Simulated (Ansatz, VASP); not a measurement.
# SiGe: VASP beside Ansatz

File INCAR:

```
  PREC = Accurate
  ENCUT = 520
  EDIFF = 1E-6
  ISMEAR = 0
  SIGMA = 0.03
  LREAL = F
  LASPH = T
  NELM = 100
  ALGO = Normal
  ISIF = 2
  LWAVE = F
  LCHARG = T
  GGA = PS
  LELF = T
  LVHAR = T
  NBANDS = 26
```

KPOINTS

```
Automatic mesh
0
Gamma
  12 12 6
```

File POSCAR:

```
SiGe
1.0
    3.9044512986      0.0000000000      0.0000000000
   -1.9522256493      3.3813540124      0.0000000000
    0.0000000000      0.0000000000      6.4507830000
Si Ge
2 2
Direct
    0.6666666667      0.3333333333      0.8552295074
    0.3333333333      0.6666666667      0.3552295074
    0.6666666667      0.3333333333      0.5003920000
    0.3333333333      0.6666666667      0.0003920000
```

Input for Ansatz:

```yaml
crystal:
  lattice:
    - [3.9044512986, 0.0, 0.0]
    - [-1.9522256493, 3.3813540124, 0.0]
    - [0.0, 0.0, 6.450783]
  atoms:
    - { symbol: Si, position: [0.6666666667, 0.3333333333, 0.8552295074] }
    - { symbol: Si, position: [0.3333333333, 0.6666666667, 0.3552295074] }
    - { symbol: Ge, position: [0.6666666667, 0.3333333333, 0.500392] }
    - { symbol: Ge, position: [0.3333333333, 0.6666666667, 0.000392] }
basis:
  ecutwfc: 420
kpoints:
  mp_grid: { grid: [12, 12, 6] }
hamiltonian:
  xc: pbesol
scf:
  occupations: { method: gaussian, width: 0.03 }
output:
  forces: true
  stress: true
  eigenvalues: true
  write_density: true
  write_potential: true
  elf: true
  volumetric_format: npy
```

Change from the starting cell: all Si atoms moved -0.125 Å, as atom 1 along Cartesian [0 0 1].

Alike in both runs: task single point; functional PBEsol; k mesh 12 × 12 × 6; occupations gaussian, width 0.03 eV; no spin polarisation.

|  | VASP | Ansatz |
| --- | --- | --- |
| version | VASP 6.6.1 | Ansatz 0.2.0 |
| potentials or method | VASP PAW PBE potentials, release 64 (Si, Ge_d), cutoff 520 eV | scalar-relativistic, plane waves, PAW |
| valence electrons in the cell | 36 | 36 |

Ansatz gave:

```
gap on the k mesh at the Fermi level (eV)                     : none
pressure (GPa)                                                : 0.1
traceless stress, the component that is largest in VASP (GPa) : 5.42
rms of the force components (eV/Å)                            : 1.017
```

Q: What did VASP give for the same quantities?

A: gap on the k mesh at the Fermi level (eV): none; pressure (GPa): 0.1; traceless stress, the component that is largest in VASP (GPa): 5.39; rms of the force components (eV/Å): 1.014.

VASP's potentials were made for PBE, not for PBEsol. Atom by atom the forces differ by 0.002 eV/Å (rms over components). A gap of «none» marks a metal or a gap that the smearing closes.
